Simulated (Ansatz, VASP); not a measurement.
Two plane-wave programs on TaN

INCAR

```
SYSTEM = TaN
ALGO = Normal ; EDIFF = 1E-6
ENCUT = 600 ; GGA = PS
GGA_COMPAT = .False. ; ISIF = 2
ISMEAR = 0 ; LASPH = .True.
LCHARG = .False. ; LREAL = .False.
LWAVE = .False. ; NBANDS = 16
NELM = 120 ; PREC = Accurate
SIGMA = 0.15
```

The input KPOINTS:

```
k-points
0
Gamma
  18 18 18
  0 0 0
```

The input POSCAR:

```
TaN
1.0
    0.0000000000      2.1517625000      2.1790000000
    2.2062375000      0.0000000000      2.1790000000
    2.2062375000      2.1517625000      0.0000000000
Ta N
1 1
Direct
    0.5000000000      0.5000000000      0.5000000000
    0.0000000000      0.0000000000      0.0000000000
```

Input for Ansatz:

```yaml
crystal:
  lattice:
    - [0.0, 2.1517625, 2.179]
    - [2.2062375, 0.0, 2.179]
    - [2.2062375, 2.1517625, 0.0]
  atoms:
    - { symbol: Ta, position: [0.5, 0.5, 0.5] }
    - { symbol: "N", position: [0.0, 0.0, 0.0] }
basis:
  ecutwfc: 420
kpoints:
  mp_grid: { grid: [18, 18, 18] }
hamiltonian:
  xc: pbesol
scf:
  occupations: { method: gaussian, width: 0.15 }
output:
  forces: true
  stress: true
  eigenvalues: true
  write_density: true
  write_potential: true
  elf: true
  volumetric_format: npy
```

Change from the starting cell: strain +0.0125 x Voigt [1, -1, 0, 0, 0, 0], atoms carried along.

Alike in both runs: task single point; functional PBEsol; k mesh 18 × 18 × 18; occupations gaussian, width 0.15 eV; no spin polarisation.

|  | VASP | Ansatz |
| --- | --- | --- |
| version | VASP 6.6.1 | Ansatz 0.2.0 |
| potentials or method | VASP PAW PBE potentials, release 64 (Ta_sv_GW, N), cutoff 600 eV | scalar-relativistic, plane waves, PAW |
| valence electrons in the cell | 18 | 18 |

VASP gave:

* gap on the k mesh at the Fermi level (eV): none
* pressure (GPa): 5.0
* traceless stress, the component that is largest in VASP (GPa): 8.63

Problem. Which values does Ansatz return?

Solution. gap on the k mesh at the Fermi level (eV): none; pressure (GPa): 4.9; traceless stress, the component that is largest in VASP (GPa): 8.60.

VASP's potentials were made for PBE, not for PBEsol. A gap of «none» marks a metal or a gap that the smearing closes. The functional is the same, so the differences come from potentials, cutoffs and numerics.

Spin-orbit coupling is off throughout.
